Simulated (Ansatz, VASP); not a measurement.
Be: VASP beside Ansatz

File POSCAR:

```
Be
1.0
    2.2853000000      0.0000000000      0.0000000000
   -1.1426500000      1.9791278553      0.0000000000
    0.0000000000      0.0000000000      3.5842000000
Be
2
Direct
    0.6666666667      0.3333333333      0.7500000000
    0.3333333333      0.6666666667      0.2500000000
```

INCAR.step1

```
PREC = Accurate
ENCUT = 520
EDIFF = 1E-5
ISMEAR = -1
SIGMA = 0.05
LREAL = F
LASPH = T
NELM = 80
ALGO = Normal
ISIF = 2
LWAVE = T
GGA = PE
NBANDS = 9
```

File INCAR.step2:

```
PREC = Accurate
ENCUT = 520
EDIFF = 1E-6
ISMEAR = -1
SIGMA = 0.05
LREAL = F
LASPH = T
NELM = 80
ALGO = Normal
ISIF = 2
LWAVE = F
LCHARG = T
METAGGA = R2SCAN
LHFCALC = T
AEXX = 0.25
LMIXTAU = T
PRECFOCK = Normal
LELF = T
LVHAR = T
ISTART = 1
NBANDS = 9
```

KPOINTS

```
Automatic mesh
0
Gamma
  8 8 4
```

File input.yaml:

```yaml
crystal:
  lattice:
    - [2.2853, 0.0, 0.0]
    - [-1.14265, 1.9791278553, 0.0]
    - [0.0, 0.0, 3.5842]
  atoms:
    - { symbol: Be, position: [0.6666666667, 0.3333333333, 0.75] }
    - { symbol: Be, position: [0.3333333333, 0.6666666667, 0.25] }
hamiltonian:
  xc: r2scan0
  pseudopotentials: { kind: paw }
kpoints:
  mp_grid: { grid: [8, 8, 4] }
scf:
  occupations: { method: fermi_dirac, width: 0.05 }
  n_extra_bands: 6
output:
  forces: true
  stress: true
  eigenvalues: true
  dos: { projected: true, de: 0.05 }
```

Alike in both runs: functional r2SCAN0; k mesh 8 × 8 × 4; occupations fermi-dirac, width 0.05 eV; no spin polarisation.

```csv
,VASP,Ansatz
version,VASP 6.6.1,Ansatz 0.2.0
potentials or method,"VASP PAW PBE potentials, release 64 (Be)",Ansatz PAW
plane-wave cutoff (eV),520,500
valence electrons in the cell,4,4
task,single point,projected density of states
```

Ansatz gave:

| Quantity | Value |
| --- | --- |
| gap on the k mesh at the Fermi level (eV) | none |
| pressure (GPa) | -3.3 |
| traceless stress, the component that is largest in VASP (GPa) | 6.65 |

Problem. Estimate VASP's values.

Solution. gap on the k mesh at the Fermi level (eV): none; pressure (GPa): -3.4; traceless stress, the component that is largest in VASP (GPa): 6.77.

VASP's potentials were made for PBE, not for r2SCAN0. A gap of «none» marks a metal or a gap that the smearing closes.

The k mesh is coarse, so the values compare programs but aren't converged.
